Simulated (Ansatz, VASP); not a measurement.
## Si3Ge in VASP and in Ansatz

```
Si Ge
1.0
     3.57972    0.00000    0.00000
     0.00000    3.57972    0.00000
     0.00000    0.00000    5.06248
Si Ge
3 1
Direct
  0.00000 0.50000 0.75000
  0.50000 0.00000 0.25000
  0.50000 0.50000 0.50000
  0.00000 0.00000 0.00000
```

Alike in both runs: task single point; functional PBE; k mesh 6 × 6 × 4; occupations gaussian, width 0.1 eV; no spin polarisation.

|  | VASP | Ansatz |
| --- | --- | --- |
| version | VASP 6.6.1 | Ansatz 0.2.0 |
| potentials or method | VASP PAW PBE potentials, release 64 (Si, Ge_d), cutoff 500 eV | scalar-relativistic, plane waves, PAW |
| valence electrons in the cell | 26 | 26 |

Ansatz gave:

* gap on the k mesh at the Fermi level (eV): none
* rms of the force components (eV/Å): 0.328

Question: Which values does VASP return?

Answer: gap on the k mesh at the Fermi level (eV): none; rms of the force components (eV/Å): 0.324.

Atom by atom the forces differ by 0.005 eV/Å (rms over components). A gap of «none» marks a metal or a gap that the smearing closes.
